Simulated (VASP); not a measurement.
# CuO (Pm-3m) in VASP: further runs, part 2 of 2

VASP 6.6.1. Earlier steps stand in the parts before.

## Step 5: Relaxation of cell and atoms, PBE+U

INCAR

```
SYSTEM = CuO
ALGO = Normal ; EDIFF = 1E-7
EDIFFG = -0.01 ; ENCUT = 820
GGA = PE ; GGA_COMPAT = .False.
IBRION = 2 ; ISIF = 3
ISMEAR = -1 ; LASPH = .True.
LCHARG = .False. ; LDAU = .True.
LDAUJ = 0 0 ; LDAUL = 2 -1
LDAUPRINT = 1 ; LDAUTYPE = 2
LDAUU = 4 0 ; LMAXMIX = 4
LREAL = .False. ; LWAVE = .False.
NELM = 200 ; NELMIN = 4
NSW = 60 ; PREC = Accurate
SIGMA = 0.05
```

KPOINTS

```
k-points
0
Gamma
  10 10 10
  0 0 0
```

POSCAR

```
CuO
1.0
    2.5525506100      0.0000000000      0.0000000000
    0.0000000000      2.5525506100      0.0000000000
    0.0000000000      0.0000000000      2.5525506100
Cu O
1 1
Direct
    0.0000000000      0.0000000000      0.0000000000
    0.5000000000      0.5000000000      0.5000000000
```

Launch:

```sh
$ cat potpaw_PBE.64/Cu_sv_GW/POTCAR potpaw_PBE.64/O/POTCAR > POTCAR
$ mpirun -np 1 vasp_std > vasp.out
```

Run time: 37 s. Hardware: 1 thread of Intel Xeon Platinum 8375C at 2.90GHz (Ice Lake), shared host; peak memory 0.18 GiB.

Results (log left out):

- Free energy: -6.8489 eV
- Relaxed volume: 9.04 Å³/atom
- Relaxed cell: a = 2.624 Å, b = 2.624 Å, c = 2.624 Å, α = 90.00°, β = 90.00°, γ = 90.00°
- Space group after relaxing (to 0.1 Å): Pm-3m (No. 221)
- Energy gained by relaxing: 37.6 meV/atom
- Ionic steps: 3
- Pressure after relaxing: 0.0 GPa
- Band gap on the k mesh: zero (an odd number of electrons rules out a gap without spin polarisation)

Step by step:
| step | energy change (eV) | largest force (eV/Å) | pressure (GPa) | volume (Å³) |
| --- | --- | --- | --- | --- |
| 1 | 0.0000 | 0.0000 | 18.08 | 16.63 |
| 2 | -0.0514 | 0.0000 | -7.72 | 18.99 |
| 3 | -0.0753 | 0.0000 | -0.03 | 18.07 |

Final structure:
```yaml
crystal:
  lattice:
    - [2.62425, 0.00000, 0.00000]
    - [0.00000, 2.62425, 0.00000]
    - [0.00000, 0.00000, 2.62425]
  atoms:
    - { symbol: Cu, position: [0.00000, 0.00000, 0.00000] }
    - { symbol: O, position: [0.50000, 0.50000, 0.50000] }
```

Levels at points of the mesh, in eV from the Fermi level:
| k point | band 10 | band 11 | band 12 | band 13 | band 14 | band 15 | band 16 |
| --- | --- | --- | --- | --- | --- | --- | --- |
| (0.00, 0.00, 0.00) | -1.84 | -1.62 | -1.62 | -1.62 | 1.28 | 15.95 | 15.95 |
| (0.50, 0.00, 0.00) | -1.79 | -1.49 | 0.44 | 0.44 | 6.98 | 8.36 | 18.00 |
| (0.50, 0.50, 0.00) | -2.29 | -2.29 | -1.59 | -0.69 | 5.68 | 11.88 | 11.88 |
| (0.50, 0.50, 0.50) | -1.56 | 0.25 | 0.25 | 0.25 | 7.59 | 7.59 | 7.59 |

Eigenvalues of the final occupation matrices:
| site | spin | trace | eigenvalues |
| --- | --- | --- | --- |
| site 1 d | 1 | 4.52 | 0.89 0.89 0.89 0.93 0.93 |
| site 1 d | 2 | 4.52 | 0.89 0.89 0.89 0.93 0.93 |

Caveat: an odd number of electrons without spin polarisation forces a metal; a magnetic or distorted state may lie lower; U without spin polarisation on a metal has little footing.

## Step 6: Relaxation of cell and atoms, PBE+U

INCAR

```
PREC = Accurate ; ENCUT = 820
EDIFF = 1E-7 ; ISMEAR = -1
SIGMA = 0.05 ; LREAL = F
LASPH = T ; NELM = 200
ALGO = Normal ; ISIF = 3
LWAVE = F ; LCHARG = F
LMAXMIX = 4 ; LDAU = T
LDAUTYPE = 2 ; LDAUL = 2 -1
LDAUU = 5 0 ; LDAUJ = 0 0
LDAUPRINT = 1 ; GGA = PE
IBRION = 2 ; NSW = 60
EDIFFG = -0.01 ; GGA_COMPAT = F
NELMIN = 4
```

KPOINTS

```
regular mesh
0
Gamma
  10 10 10
```

POSCAR is that of step 5.

Potentials or basis: VASP PAW PBE potentials, release 64 (Cu_sv_GW, O).

Launch:

```sh
$ cat potpaw_PBE.64/Cu_sv_GW/POTCAR potpaw_PBE.64/O/POTCAR > POTCAR
$ mpirun -np 1 vasp_std > vasp.out
```

OUTCAR:

```text
PREC = Accurate
   ENCUT = 820
   EDIFF = 1E-7
   ISMEAR = -1
   LREAL = F
   LASPH = T
   NELM = 200
   ISIF = 3
   GGA = PE
   IBRION = 2
   NSW = 60
   EDIFFG = -0.01
   NELMIN = 4

 ion  position               nearest neighbor table
   1  0.000  0.000  0.000-   2 2.21   2 2.21   2 2.21   2 2.21   2 2.21   2 2.21   2 2.21   2 2.21

   2  0.500  0.500  0.500-   1 2.21   1 2.21   1 2.21   1 2.21   1 2.21   1 2.21   1 2.21   1 2.21

  LATTYP: Found a simple cubic cell.
 ALAT       =     2.5525506100

  Lattice vectors:

 A1 = (   2.5525506100,   0.0000000000,   0.0000000000)
 A2 = (   0.0000000000,   2.5525506100,   0.0000000000)
 A3 = (   0.0000000000,   0.0000000000,   2.5525506100)

Analysis of symmetry for initial positions (statically):
=====================================================================
 Subroutine PRICEL returns:
 Original cell was already a primitive cell.

 Routine SETGRP: Setting up the symmetry group for a
 simple cubic supercell.

 Subroutine GETGRP returns: Found 48 space group operations
 (whereof 48 operations were pure point group operations)
 out of a pool of 48 trial point group operations.

The static configuration has the point symmetry O_h .

Analysis of symmetry for dynamics (positions and initial velocities):
=====================================================================
 Subroutine PRICEL returns:
 Original cell was already a primitive cell.

 Routine SETGRP: Setting up the symmetry group for a
 simple cubic supercell.

 Subroutine GETGRP returns: Found 48 space group operations
 (whereof 48 operations were pure point group operations)
 out of a pool of 48 trial point group operations.

The dynamic configuration has the point symmetry O_h .

 Subroutine INISYM returns: Found 48 space group operations
 (whereof 48 operations are pure point group operations),
 and found     1 'primitive' translations

----------------------------------------------------------------------------------------

                                     Primitive cell

  volume of cell :      16.6312

  direct lattice vectors                    reciprocal lattice vectors
     2.552550610  0.000000000  0.000000000     0.391765004  0.000000000  0.000000000
     0.000000000  2.552550610  0.000000000     0.000000000  0.391765004  0.000000000
     0.000000000  0.000000000  2.552550610     0.000000000  0.000000000  0.391765004

  length of vectors
     2.552550610  2.552550610  2.552550610     0.391765004  0.391765004  0.391765004

  position of ions in fractional coordinates (direct lattice)
     0.000000000  0.000000000  0.000000000
     0.500000000  0.500000000  0.500000000

[... 100 lines left out ...]
   LORBIT       =      0    0 simple, 1 ext, 2 COOP (PROOUT), +10 PAW based schemes
 LDA+U is selected, type is set to LDAUTYPE =  2
   angular momentum for each species LDAUL =     2   -1
   U (eV)           for each species LDAUU =   5.0  0.0
   J (eV)           for each species LDAUJ =   0.0  0.0
   GGA     = PE    functional components
   LHFCALC =     F    Hartree Fock is set to
   AEXX    =    0.0000 exact exchange contribution
   IVDW    =     0    specifies the selected vdW correction
   LEPSILON=     F    determine dielectric tensor
   LRPA    =     F    only Hartree local field effects (RPA)
 conjugate gradient relaxation of ions
 non-spin polarized calculation
  energy-cutoff  :      820.00
  volume of cell :       16.63
 maximum number of plane-waves:       912
 NGX is ok and might be reduce to    24
   NGX = 11   NGY = 11   NGZ = 11

--------------------------------------- Ionic step        1  -------------------------------------------

 number of electron      24.9999986 magnetization

 Free energy of the ion-electron system (eV)
  ---------------------------------------------------
  ext. energy  EPLUGINS =         0.00000000
  ---------------------------------------------------
  free energy    TOTEN  =        -6.35057366 eV

  energy without entropy =       -6.32422806  energy(sigma->0) =       -6.33740086

------------------------ aborting loop because EDIFF is reached ----------------------------------------

  FORCE on cell =-STRESS in cart. coord.  units (eV):
  Direction    XX          YY          ZZ          XY          YZ          ZX
  --------------------------------------------------------------------------------------
  -------------------------------------------------------------------------------------
  Total        1.8438329      1.8438329      1.8438329     -0.0000000      0.0000000     -0.0000000
  in kB      177.6270358    177.6270358    177.6270358     -0.0000000      0.0000000     -0.0000000
  external PRESSURE =     177.6270358 kB  Pullay stress =       0.0000000 kB
[... 53 lines left out ...]
  FREE ENERGIE OF THE ION-ELECTRON SYSTEM (eV)
  ---------------------------------------------------
  free  energy   TOTEN  =        -6.4027632575 eV

  energy  without entropy=       -6.3709124467  energy(sigma->0) =       -6.38683785

atom =   1  type =  1  l = 2

 onsite density matrix

spin component  1

  0.8895 -0.0000 -0.0000 -0.0000  0.0000
 -0.0000  0.8895  0.0000  0.0000 -0.0000
 -0.0000  0.0000  0.9336 -0.0000 -0.0000
 -0.0000  0.0000 -0.0000  0.8895 -0.0000
  0.0000 -0.0000 -0.0000 -0.0000  0.9336

spin component  2

  0.8895 -0.0000 -0.0000 -0.0000  0.0000
 -0.0000  0.8895  0.0000  0.0000 -0.0000
 -0.0000  0.0000  0.9336 -0.0000 -0.0000
 -0.0000  0.0000 -0.0000  0.8895 -0.0000
  0.0000 -0.0000 -0.0000 -0.0000  0.9336

 occupancies and eigenvectors

  o =  0.8895  v =  0.0000  0.9032 -0.0000  0.4292  0.0000  0.0000  0.0000  0.0000  0.0000  0.0000      0.0000  0.0000  0.0000  0.0000  0.0000  0.0000  0.0000  0.0000  0.0000  0.0000
  o =  0.8895  v =  0.0000  0.0000  0.0000  0.0000  0.0000  0.0000  0.9032 -0.0000  0.4292  0.0000      0.0000  0.0000  0.0000  0.0000  0.0000  0.0000  0.0000  0.0000  0.0000  0.0000
  o =  0.8895  v =  1.0000  0.0000  0.0000  0.0000  0.0000  0.0000  0.0000  0.0000  0.0000  0.0000      0.0000  0.0000  0.0000  0.0000  0.0000  0.0000  0.0000  0.0000  0.0000  0.0000
  o =  0.8895  v =  0.0000  0.0000  0.0000  0.0000  0.0000  1.0000  0.0000  0.0000  0.0000  0.0000      0.0000  0.0000  0.0000  0.0000  0.0000  0.0000  0.0000  0.0000  0.0000  0.0000
  o =  0.8895  v =  0.0000 -0.4292 -0.0000  0.9032 -0.0000  0.0000  0.0000  0.0000  0.0000  0.0000      0.0000  0.0000  0.0000  0.0000  0.0000  0.0000  0.0000  0.0000  0.0000  0.0000
  o =  0.8895  v =  0.0000  0.0000  0.0000  0.0000  0.0000  0.0000 -0.4292 -0.0000  0.9032 -0.0000      0.0000  0.0000  0.0000  0.0000  0.0000  0.0000  0.0000  0.0000  0.0000  0.0000
  o =  0.9336  v =  0.0000  0.0000  0.0000  0.0000  0.0000  0.0000  0.0000 -0.9992 -0.0000 -0.0407      0.0000  0.0000  0.0000  0.0000  0.0000  0.0000  0.0000  0.0000  0.0000  0.0000
  o =  0.9336  v =  0.0000  0.0000 -0.9992 -0.0000 -0.0407  0.0000  0.0000  0.0000  0.0000  0.0000      0.0000  0.0000  0.0000  0.0000  0.0000  0.0000  0.0000  0.0000  0.0000  0.0000
  o =  0.9336  v =  0.0000  0.0000  0.0000  0.0000  0.0000  0.0000 -0.0000 -0.0407  0.0000  0.9992      0.0000  0.0000  0.0000  0.0000  0.0000  0.0000  0.0000  0.0000  0.0000  0.0000
  o =  0.9336  v =  0.0000 -0.0000 -0.0407  0.0000  0.9992  0.0000  0.0000  0.0000  0.0000  0.0000      0.0000  0.0000  0.0000  0.0000  0.0000  0.0000  0.0000  0.0000  0.0000  0.0000

--------------------------------------- Ionic step        3  -------------------------------------------

 number of electron      25.0000017 magnetization

 Free energy of the ion-electron system (eV)
  ---------------------------------------------------
  ext. energy  EPLUGINS =         0.00000000
  ---------------------------------------------------
  free energy    TOTEN  =        -6.42426285 eV

  energy without entropy =       -6.39446301  energy(sigma->0) =       -6.40936293

 E-fermi :   5.9307     XC(G=0): -13.1985

 val. band max:        5.9303410801   @ k =   0.4000   0.4000   0.2000
 cond. band min:       5.9930930365   @ k =   0.4000   0.3000   0.3000
 fundamental gap:      0.0627519564
 Fermi energy:         5.9307458717

 k-point     1 :       0.0000    0.0000    0.0000
  band No.  band energies     occupation
      1    -104.4418      2.00000
      2     -61.8517      2.00000
      3     -61.8517      2.00000
      4     -61.8517      2.00000
      5     -13.1045      2.00000
      6       2.1627      2.00000
[... 433 lines left out ...]
      3     -61.8529      2.00000
      4     -61.8529      2.00000
      5     -12.2146      2.00000
      6       0.1174      2.00000
[... 8 lines left out ...]
     15      17.7944      0.00000
     16      21.6652      0.00000

 [... further k-points ...]
[... 5 lines left out ...]
  --------------------------------------------------------------------------------------
  -------------------------------------------------------------------------------------
  Total       -0.0018930     -0.0018930     -0.0018930      0.0000000     -0.0000000      0.0000000
  in kB       -0.1678527     -0.1678527     -0.1678527      0.0000000     -0.0000000      0.0000000
  external PRESSURE =      -0.1678527 kB  Pullay stress =       0.0000000 kB
[... 17 lines left out ...]
  FREE ENERGIE OF THE ION-ELECTRON SYSTEM (eV)
  ---------------------------------------------------
  free  energy   TOTEN  =        -6.4242628461 eV

  energy  without entropy=       -6.3944630132  energy(sigma->0) =       -6.40936293

 reached required accuracy - stopping structural energy minimisation
```

It took 1.8 min on 1 thread of AMD EPYC 7R43 (Zen 3), shared host; peak memory 0.14 GiB.

What came out:

| Item | Value |
| --- | --- |
| Free energy | -6.4243 eV |
| Relaxed volume | 9.03 Å³/atom |
| Relaxed cell | a = 2.624 Å, b = 2.624 Å, c = 2.624 Å, α = 90.00°, β = 90.00°, γ = 90.00° |
| Space group after relaxing (to 0.1 Å) | Pm-3m (No. 221) |
| Energy gained by relaxing | 36.8 meV/atom |
| Ionic steps | 3 |
| Pressure after relaxing | 0.0 GPa |
| Band gap on the k mesh | zero (an odd number of electrons rules out a gap without spin polarisation) |

Step by step:
```
step  energy change (eV)  largest force (eV/Å)  pressure (GPa)  volume (Å³)
   1              0.0000                0.0000           17.76        16.63
   2             -0.0522                0.0000           -7.43        18.95
   3             -0.0737                0.0000           -0.02        18.07
```

Final structure:
```
Cu O
1.0
     2.62411    0.00000    0.00000
     0.00000    2.62411    0.00000
     0.00000    0.00000    2.62411
Cu O
1 1
Direct
  0.00000 0.00000 0.00000
  0.50000 0.50000 0.50000
```

Eigenvalues of the final occupation matrices:
```tsv
site	spin	trace	eigenvalues
site 1 d	1	4.54	0.89 0.89 0.89 0.93 0.93
site 1 d	2	4.54	0.89 0.89 0.89 0.93 0.93
```

Caveat: an odd number of electrons without spin polarisation forces a metal; a magnetic or distorted state may lie lower; U without spin polarisation on a metal has little footing.

## Step 7: Summary

| task | U | cell | gap on the mesh (eV) | pressure (GPa) | relaxed volume (Å³/atom) |
| --- | --- | --- | --- | --- | --- |
| relaxation of cell and atoms | Cu d U = 6.0 eV | relaxed from a = 2.553 Å, 2 atoms | none | 0.0 | 9.03 |
| single point | Cu d U = 8.0 eV | a = 2.677 Å, 2 atoms | none | -7.3 | - |
| relaxation of cell and atoms | Cu d U = 2.0 eV | relaxed from a = 2.553 Å, 2 atoms | none | -0.1 | 9.05 |
| relaxation of cell and atoms | Cu d U = 4.0 eV | relaxed from a = 2.553 Å, 2 atoms | none | 0.0 | 9.04 |
| relaxation of cell and atoms | Cu d U = 5.0 eV | relaxed from a = 2.553 Å, 2 atoms | none | 0.0 | 9.03 |

Alike in all rows: level PBE+U; potentials or basis VASP PAW PBE potentials, release 64 (Cu_sv_GW, O); no spin polarisation; k mesh 10 × 10 × 10; cutoff (eV) 820; smearing fermi-dirac 0.05 eV.

Caveats: an odd number of electrons without spin polarisation forces a metal; a magnetic or distorted state may lie lower; U without spin polarisation on a metal has little footing; the cell stands under tension (at least some runs).

Absolute energies hang on the potentials; compare differences alone.

The gap in the log of VASP goes by the Fermi energy; the results here count the filled bands.